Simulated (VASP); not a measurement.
# AlRu (P4/mmm) in VASP: a series of runs

The runs below take AlRu through single point, with PBE.

Program: VASP 6.6.1. These are calculated values, not measurements. Logs are shortened: lines on timing, memory, paths and dates and some standing lists are left out, and cuts for length are marked.

## 1. The cell of the first run

It takes space group P4/mmm (No. 123, tetragonal). The conventional cell has a = 2.992 Å, b = 2.992 Å, c = 3.096 Å, α = 90.00°, β = 90.00°, γ = 90.00°. Within 3.5 Å of Al (site symmetry 4/mmm) lie 8 Ru at 2.62 Å and 6 Al at 2.99 to 3.10 Å. Ru (site symmetry 4/mmm) has 8 Al at 2.62 Å and 6 Ru at 2.99 to 3.10 Å within 3.5 Å.

## 2. Single point, PBE (strain +0.0350 x Voigt [0, 0, 1, 0, 0, 0])

INCAR

```
PREC = Accurate ; ENCUT = 520
EDIFF = 1E-6 ; ISMEAR = 0
SIGMA = 0.15 ; LREAL = False
LASPH = True ; NELM = 80
ALGO = Fast ; ISIF = 2
LWAVE = False ; LCHARG = True
GGA = PE ; LELF = True
LVHAR = True ; NBANDS = 16
```

KPOINTS

```
regular mesh
0
Gamma
  16 16 16
```

POSCAR

```
AlRu
1.0
    2.9916000000      0.0000000000      0.0000000000
    0.0000000000      2.9916000000      0.0000000000
    0.0000000000      0.0000000000      3.0963060000
Al Ru
1 1
Direct
    0.0000000000      0.0000000000      0.0000000000
    0.5000000000      0.5000000000      0.5000000000
```

Potentials or basis: VASP PAW PBE potentials, release 64 (Al, Ru_pv).

Started as:

```sh
$ cat potpaw_PBE.64/Al/POTCAR potpaw_PBE.64/Ru_pv/POTCAR > POTCAR
$ mpirun -np 1 vasp_std > vasp.out
```

OUTCAR:

```text
PREC = Accurate
   ENCUT = 520
   EDIFF = 1E-6
   ISMEAR = 0
   LREAL = False
   LASPH = True
   NELM = 80
   ISIF = 2
   GGA = PE

 ion  position               nearest neighbor table
   1  0.000  0.000  0.000-   2 2.62   2 2.62   2 2.62   2 2.62   2 2.62   2 2.62   2 2.62   2 2.62

   2  0.500  0.500  0.500-   1 2.62   1 2.62   1 2.62   1 2.62   1 2.62   1 2.62   1 2.62   1 2.62

  LATTYP: Found a simple tetragonal cell.
 ALAT       =     2.9916000000
 C/A-ratio  =     1.0350000000

  Lattice vectors:

 A1 = (   2.9916000000,   0.0000000000,   0.0000000000)
 A2 = (   0.0000000000,   2.9916000000,   0.0000000000)
 A3 = (   0.0000000000,   0.0000000000,   3.0963060000)

Analysis of symmetry for initial positions (statically):
=====================================================================
 Subroutine PRICEL returns:
 Original cell was already a primitive cell.

 Routine SETGRP: Setting up the symmetry group for a
 simple tetragonal supercell.

 Subroutine GETGRP returns: Found 16 space group operations
 (whereof 16 operations were pure point group operations)
 out of a pool of 16 trial point group operations.

The static configuration has the point symmetry D_4h.

Analysis of symmetry for dynamics (positions and initial velocities):
=====================================================================
 Subroutine PRICEL returns:
 Original cell was already a primitive cell.

 Routine SETGRP: Setting up the symmetry group for a
 simple tetragonal supercell.

 Subroutine GETGRP returns: Found 16 space group operations
 (whereof 16 operations were pure point group operations)
 out of a pool of 16 trial point group operations.

The dynamic configuration has the point symmetry D_4h.

 Subroutine INISYM returns: Found 16 space group operations
 (whereof 16 operations are pure point group operations),
 and found     1 'primitive' translations

----------------------------------------------------------------------------------------

                                     Primitive cell

  volume of cell :      27.7109

  direct lattice vectors                    reciprocal lattice vectors
     2.991600000  0.000000000  0.000000000     0.334269287  0.000000000  0.000000000
     0.000000000  2.991600000  0.000000000     0.000000000  0.334269287  0.000000000
     0.000000000  0.000000000  3.096306000     0.000000000  0.000000000  0.322965495

  length of vectors
     2.991600000  2.991600000  3.096306000     0.334269287  0.334269287  0.322965495

  position of ions in fractional coordinates (direct lattice)
     0.000000000  0.000000000  0.000000000
     0.500000000  0.500000000  0.500000000

  ion indices of the primitive-cell ions
   primitive index   ion index
                 1           1
                 2           2

----------------------------------------------------------------------------------------

 KPOINTS: regular mesh

Automatic generation of k-mesh.
 Grid dimensions read from file:
 generate k-points for:   16   16   16

 Generating k-lattice:

  Cartesian coordinates                     Fractional coordinates (reciprocal lattice)
     0.020891830  0.000000000  0.000000000     0.062500000  0.000000000  0.000000000
     0.000000000  0.020891830  0.000000000     0.000000000  0.062500000  0.000000000
     0.000000000  0.000000000  0.020185343     0.000000000  0.000000000  0.062500000

  Length of vectors
     0.020891830  0.020891830  0.020185343

  Shift w.r.t. Gamma in fractional coordinates (k-lattice)
     0.000000000  0.000000000  0.000000000

 Subroutine IBZKPT returns following result:
 ===========================================

 Found    405 irreducible k-points:

 Following reciprocal coordinates:
            Coordinates               Weight
  0.000000  0.000000  0.000000      1.000000
  0.062500  0.000000  0.000000      4.000000
  0.125000  0.000000  0.000000      4.000000
  0.187500  0.000000  0.000000      4.000000
  0.250000  0.000000  0.000000      4.000000
  0.312500  0.000000  0.000000      4.000000
[... 16 lines left out ...]
  0.437500  0.125000  0.000000      8.000000
  0.500000  0.125000  0.000000      4.000000
 [... further k-points ...]
   k-points           NKPTS =    405   k-points in BZ     NKDIM =    405   number of bands    NBANDS=     16
   number of dos      NEDOS =    301   number of ions     NIONS =      2
   total plane-waves  NPLWV =  13824
   dimension x,y,z NGX =    24 NGY =   24 NGZ =   24
   dimension x,y,z NGXF=    48 NGYF=   48 NGZF=   48
   ions per type =               1   1
   NGX,Y,Z   is equivalent  to a cutoff of  13.34, 13.34, 12.89 a.u.
   NGXF,Y,Z  is equivalent  to a cutoff of  26.67, 26.67, 25.77 a.u.
 SYSTEM =  unknown system
   PREC   = accura    normal or accurate (medium, high low for compatibility)
   ISTART =      0    job   : 0-new  1-cont  2-samecut
   ICHARG =      2    charge: 1-file 2-atom 10-const
   ISPIN  =      1    spin polarized calculation?
   LNONCOLLINEAR =      F non collinear calculations
   LSORBIT =      F    spin-orbit coupling
   LASPH  =      T    aspherical Exc in radial PAW
   ENCUT  =  520.0 eV  38.22 Ry    6.18 a.u.   5.56  5.56  5.76*2*pi/ulx,y,z
   NELM   =     80;   NELMIN=  2; NELMDL= -5     # of ELM steps
   EDIFF  = 0.1E-05   stopping-criterion for ELM
   LREAL  =      F    real-space projection
[... 7 lines left out ...]
   TEBEG  =    0.0;   TEEND  =   0.0 temperature during run
   PSTRESS=    0.0 pullay stress
   NELECT =      17.0000    total number of electrons
   NUPDOWN=      -1.0000    fix difference up-down
   EMIN   =  10.00;   EMAX   =-10.00  energy-range for DOS
   EFERMI =   0.00;   METHOD = LEGACY
   ISMEAR =     0;   SIGMA  =   0.15  broadening in eV -4-tet -1-fermi 0-gaus
   EFERMI_NEDOS =   21; number of points for ismear=-14 and -15
   IALGO  =     68    algorithm
   IMIX   =      4    mixing-type and parameters
     AMIX     =   0.40;   BMIX     =  1.00
     AMIX_MAG =   1.60;   BMIX_MAG =  1.00
  volume/ion in A,a.u.               =      13.86        93.50
  Fermi-wavevector in a.u.,A,eV,Ry     =   1.391044  2.628692 26.327315  1.935003
  Thomas-Fermi vector in A             =   2.514921
   LORBIT       =      0    0 simple, 1 ext, 2 COOP (PROOUT), +10 PAW based schemes
   GGA     = PE    functional components
   LHFCALC =     F    Hartree Fock is set to
   AEXX    =    0.0000 exact exchange contribution
   IVDW    =     0    specifies the selected vdW correction
   LEPSILON=     F    determine dielectric tensor
   LRPA    =     F    only Hartree local field effects (RPA)
 non-spin polarized calculation
 RMM-DIIS sequential band-by-band and
 Gauss-broadening in eV      SIGMA  =   0.15
  energy-cutoff  :      520.00
  volume of cell :       27.71
 maximum number of plane-waves:       762
 NGX is ok and might be reduce to    24
   NGX = 11   NGY = 11   NGZ = 11

 number of electron      16.9999998 magnetization

 Free energy of the ion-electron system (eV)
  ---------------------------------------------------
  ext. energy  EPLUGINS =         0.00000000
  ---------------------------------------------------
  free energy    TOTEN  =       -14.24886400 eV

  energy without entropy =      -14.22912151  energy(sigma->0) =      -14.23899276

 E-fermi :  10.2596     XC(G=0): -12.3905

 val. band max:       10.2594896609   @ k =   0.1250   0.0625   0.2500
 cond. band min:      10.2648736792   @ k =   0.1875   0.0625   0.0625
 fundamental gap:      0.0053840184
 Fermi energy:        10.2595845515

 k-point     1 :       0.0000    0.0000    0.0000
  band No.  band energies     occupation
      1     -31.5385      2.00000
      2     -31.5023      2.00000
      3     -31.5023      2.00000
      4       0.7630      2.00000
      5       6.8447      2.00000
      6       6.8621      2.00000
[... 8 lines left out ...]
     15      22.3744      0.00000
     16      24.7509      0.00000

 k-point     2 :       0.0625    0.0000    0.0000
  band No.  band energies     occupation
      1     -31.5378      2.00000
      2     -31.5102      2.00000
      3     -31.5017      2.00000
      4       0.8374      2.00000
      5       6.8733      2.00000
      6       6.8894      2.00000
[... 8 lines left out ...]
     15      22.3747      0.00000
     16      25.0179      0.00000

 k-point     3 :       0.1250    0.0000    0.0000
  band No.  band energies     occupation
      1     -31.5358      2.00000
      2     -31.5327      2.00000
      3     -31.4998      2.00000
      4       1.0582      2.00000
      5       6.9530      2.00000
      6       6.9584      2.00000
[... 8 lines left out ...]
     15      22.3758      0.00000
     16      25.8503      0.00000

 k-point     4 :       0.1875    0.0000    0.0000
  band No.  band energies     occupation
      1     -31.5662      2.00000
      2     -31.5329      2.00000
      3     -31.4969      2.00000
      4       1.4179      2.00000
      5       7.0180      2.00000
      6       7.0739      2.00000
[... 8 lines left out ...]
     15      22.3843      0.00000
     16      27.1964      0.00000
[... 324 lines left out ...]
 k-point    22 :       0.3750    0.1250    0.0000
  band No.  band energies     occupation
      1     -31.6740      2.00000
      2     -31.5203      2.00000
      3     -31.5167      2.00000
      4       3.4167      2.00000
      5       6.3079      2.00000
      6       7.6640      2.00000
[... 8 lines left out ...]
     15      23.6279      0.00000
     16      24.7995      0.00000

 k-point    23 :       0.4375    0.1250    0.0000
  band No.  band energies     occupation
      1     -31.6958      2.00000
      2     -31.5183      2.00000
      3     -31.5147      2.00000
      4       4.1452      2.00000
      5       5.6447      2.00000
      6       7.7848      2.00000
[... 8 lines left out ...]
     15      22.6139      0.00000
     16      24.5726      0.00000

 k-point    24 :       0.5000    0.1250    0.0000
  band No.  band energies     occupation
      1     -31.7035      2.00000
      2     -31.5176      2.00000
      3     -31.5140      2.00000
      4       4.8927      2.00000
      5       4.9133      2.00000
      6       7.8322      2.00000
[... 8 lines left out ...]
     15      21.8927      0.00000
     16      22.3764      0.00000

 [... further k-points ...]

------------------------ aborting loop because EDIFF is reached ----------------------------------------

  FORCE on cell =-STRESS in cart. coord.  units (eV):
  Direction    XX          YY          ZZ          XY          YZ          ZX
  --------------------------------------------------------------------------------------
  -------------------------------------------------------------------------------------
  Total       -0.4211100     -0.4211100     -1.3271012      0.0000000      0.0000000      0.0000000
  in kB      -24.3475458    -24.3475458    -76.7297337      0.0000000      0.0000000      0.0000000
  external PRESSURE =     -41.8082751 kB  Pullay stress =       0.0000000 kB

 VOLUME and BASIS-vectors are now :
 -----------------------------------------------------------------------------
  energy-cutoff  :      520.00
  volume of cell :       27.71
      direct lattice vectors                 reciprocal lattice vectors
     2.991600000  0.000000000  0.000000000     0.334269287  0.000000000  0.000000000
     0.000000000  2.991600000  0.000000000     0.000000000  0.334269287  0.000000000
     0.000000000  0.000000000  3.096306000     0.000000000  0.000000000  0.322965495

 POSITION                                       TOTAL-FORCE (eV/Angst)
 -----------------------------------------------------------------------------------
      0.00000      0.00000      0.00000         0.000000      0.000000      0.000000
      1.49580      1.49580      1.54815         0.000000      0.000000      0.000000
 -----------------------------------------------------------------------------------
    total drift:                                0.000000     -0.000000     -0.000000

  FREE ENERGIE OF THE ION-ELECTRON SYSTEM (eV)
  ---------------------------------------------------
  free  energy   TOTEN  =       -14.2488640037 eV

  energy  without entropy=      -14.2291215135  energy(sigma->0) =      -14.23899276
```

It took 77 s on 1 thread of Intel Xeon 6975P-C, shared host; peak memory 0.28 GiB.

Results:

```
Free energy : -14.2489 eV
Pressure    : -4.2 GPa
```

Caveat: the cell differs from its parent crystal (strain +0.0350 x Voigt [0, 0, 1, 0, 0, 0]).

## 3. Single point, PBE (strain +0.0400 x Voigt [0, 0, 1, 0, 0, 0])

INCAR

```
SYSTEM = AlRu
ALGO     = Fast           ! electronic algorithm
EDIFF    = 1E-6           ! SCF threshold, eV
ENCUT    = 520            ! plane-wave cutoff, eV
GGA      = PE             ! functional
ISIF     = 2              ! what is computed and relaxed
ISMEAR   = 0              ! smearing method
LASPH    = .TRUE.         ! aspherical terms in the spheres
LCHARG   = .FALSE.        ! write CHGCAR
LREAL    = .FALSE.        ! projectors in reciprocal space
LWAVE    = .FALSE.        ! write WAVECAR
NBANDS   = 16             ! bands
NELM     = 100            ! most SCF steps
PREC     = Accurate       ! precision mode
SIGMA    = 0.15           ! smearing width, eV
```

KPOINTS

```
k-points
0
G
  16 16 16
  0 0 0
```

Changes to POSCAR since step 2:

```diff
@@ -4,3 +4,3 @@
     0.0000000000      2.9916000000      0.0000000000
-    0.0000000000      0.0000000000      3.0963060000
+    0.0000000000      0.0000000000      3.1112640000
 Al Ru
```

Potentials or basis: VASP PAW PBE potentials, release 64 (Al, Ru_pv).

Started as:

```sh
$ cat potpaw_PBE.64/Al/POTCAR potpaw_PBE.64/Ru_pv/POTCAR > POTCAR
$ mpirun -np 1 vasp_std > vasp.out
```

Wall time 70 s (1 thread of Intel Xeon 6975P-C, shared host); peak memory 0.28 GiB.

Results (log left out):

| Property | Result |
| --- | --- |
| Free energy | -14.2420 eV |
| Pressure | -5.0 GPa |

Stress tensor (GPa, compression positive):
```
-3.08  0.00  0.00
 0.00 -3.08  0.00
 0.00  0.00 -8.94
```

Levels at points of the mesh, in eV from the Fermi level:
```
           k point  band 7  band 8  band 9  band 10  band 11  band 12
(0.00, 0.00, 0.00)    0.08    0.08    0.30     5.11     6.26     6.26
(0.50, 0.00, 0.00)   -1.83   -1.40    0.34     2.34     7.40    10.15
(0.50, 0.50, 0.00)   -1.33   -1.22   -1.22     1.58     5.38     5.96
(0.00, 0.00, 0.50)   -1.38   -1.38    0.49     1.71     7.48    11.13
(0.50, 0.00, 0.50)   -1.29   -1.05   -0.94     1.32     4.90     5.73
(0.50, 0.50, 0.50)    1.37    1.65    2.32     3.88     4.10     4.10
```

Caveat: the cell differs from its parent crystal (strain +0.0400 x Voigt [0, 0, 1, 0, 0, 0]).
